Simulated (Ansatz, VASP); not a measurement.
# One calculation of CO2, two programs

```xyz
12
Lattice="5.6200 0.0000 0.0000 0.0000 5.6200 0.0000 0.0000 0.0000 5.6200" Properties=species:S:1:pos:R:3 pbc="T T T"
C     0.0000    0.0000    0.0000
C     2.8100    0.0000    2.8100
C     2.8100    2.8100    0.0000
C     0.0000    2.8100    2.8100
O     0.6745    0.6745    0.6745
O     2.1355    4.9455    3.4845
O     3.4845    2.1355    4.9455
O     4.9455    3.4845    2.1355
O     4.9455    4.9455    4.9455
O     3.4845    0.6745    2.1355
O     2.1355    3.4845    0.6745
O     0.6745    2.1355    3.4845
```

Alike in both runs: functional PBE; k mesh 4 × 4 × 4; occupations fermi-dirac, width 0.02 eV; no spin polarisation.

Ansatz relaxed the structure, and its values are those at the end. VASP's run is a single point on that final structure, the one shown.

```csv
,VASP,Ansatz
version,VASP 6.6.1,Ansatz 0.2.0
potentials or method,"VASP PAW PBE potentials, release 64 (C_h, O_h)","plane-wave PAW, scalar-relativistic"
plane-wave cutoff (eV),1340,420
valence electrons in the cell,64,64
```

Ansatz gave:

- gap on the k mesh at the Fermi level (eV): 6.79
- pressure (GPa): 1.4
- rms of the force components (eV/Å): 0.009

Which values does VASP return?

gap on the k mesh at the Fermi level (eV): 6.79; pressure (GPa): 1.1; rms of the force components (eV/Å): 0.009.

Ansatz's warnings: stress scf threshold loose.
